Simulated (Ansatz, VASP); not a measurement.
AlN: VASP beside Ansatz

File INCAR:

```
PREC = Accurate
ENCUT = 600
EDIFF = 1E-6
ISMEAR = 0
SIGMA = 0.02
LREAL = F
LASPH = T
NELM = 120
ALGO = Normal
ISIF = 2
LWAVE = F
LCHARG = F
GGA = PS
NBANDS = 11
GGA_COMPAT = F
```

Contents of KPOINTS:

```
regular mesh
0
Gamma
  10 10 10
```

Contents of POSCAR:

```
AlN
1.0
    0.0000000000      2.0815328485      2.0815328485
    2.0815328485      0.0000000000      2.0815328485
    2.0815328485      2.0815328485      0.0000000000
Al N
1 1
Direct
    0.5000000000      0.5000000000      0.5000000000
    0.0000000000      0.0000000000      0.0000000000
```

Input for Ansatz:

```yaml
crystal:
  lattice:
    - [0.0, 2.0815328485, 2.0815328485]
    - [2.0815328485, 0.0, 2.0815328485]
    - [2.0815328485, 2.0815328485, 0.0]
  atoms:
    - { symbol: Al, position: [0.5, 0.5, 0.5] }
    - { symbol: "N", position: [0.0, 0.0, 0.0] }
basis: {}
kpoints:
  mp_grid: { grid: [10, 10, 10] }
hamiltonian:
  xc: pbesol
  pseudopotentials: { kind: all_electron, lapw: {} }
scf:
  occupations: { method: gaussian, width: 0.02 }
output:
  forces: true
  stress: true
  eigenvalues: true
```

Alike in both runs: task single point; functional PBEsol; k mesh 10 × 10 × 10; occupations gaussian, width 0.02 eV; no spin polarisation.

|  | VASP | Ansatz |
| --- | --- | --- |
| version | VASP 6.6.1 | Ansatz 0.2.0 |
| potentials or method | VASP PAW PBE potentials, release 64 (Al, N), cutoff 600 eV | scalar-relativistic, all-electron LAPW |

```csv
,VASP,Ansatz,Ansatz less VASP
gap on the k mesh at the Fermi level (eV),3.75,3.75,+0.001
least direct gap on the mesh (eV),4.47,4.46,-0.002
pressure (GPa),-19.3,-18.9,+0.37
```

VASP's potentials were made for PBE, not for PBEsol. Ansatz ran all-electron here, and VASP with PAW potentials.
